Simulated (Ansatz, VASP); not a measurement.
## Two plane-wave programs on Si4IrPd

```xyz
6
Lattice="4.0841 0.0000 0.0000 0.0000 4.0841 0.0000 0.0000 0.0000 5.7032" Properties=species:S:1:pos:R:3 pbc="T T T"
Si    0.0000    2.0420    4.2991
Si    2.0420    0.0000    4.2991
Si    0.0000    2.0420    1.4041
Si    2.0420    0.0000    1.4041
Pd    2.0420    2.0420    2.8516
Ir    0.0000    0.0000    0.0000
```

Alike in both runs: functional PBE; k mesh 8 × 8 × 6; occupations gaussian, width 0.1 eV; no spin polarisation.

Ansatz relaxed the structure, and its values are those at the end. VASP's run is a single point on that final structure, the one shown.

|  | VASP | Ansatz |
| --- | --- | --- |
| version | VASP 6.6.1 | Ansatz 0.2.0 |
| potentials or method | VASP PAW PBE potentials, release 64 (Si, Pd, Ir), cutoff 520 eV | scalar-relativistic, plane waves, PAW |
| valence electrons in the cell | 35 | 51 |

```tsv
	VASP	Ansatz	Ansatz less VASP
gap on the k mesh at the Fermi level (eV)	none	none	-
pressure (GPa)	0.0	0.0	-0.02
rms of the force components (eV/Å)	0.004	0.001	-0.0030
```

A gap of «none» marks a metal or a gap that the smearing closes. With one functional, cell and mesh, what is left measures potentials, basis and numerics. VASP's potentials hold 35 valence electrons a cell and Ansatz's 51, so a difference there can come from the potentials and not from the codes.

Neither program's run includes spin-orbit coupling.
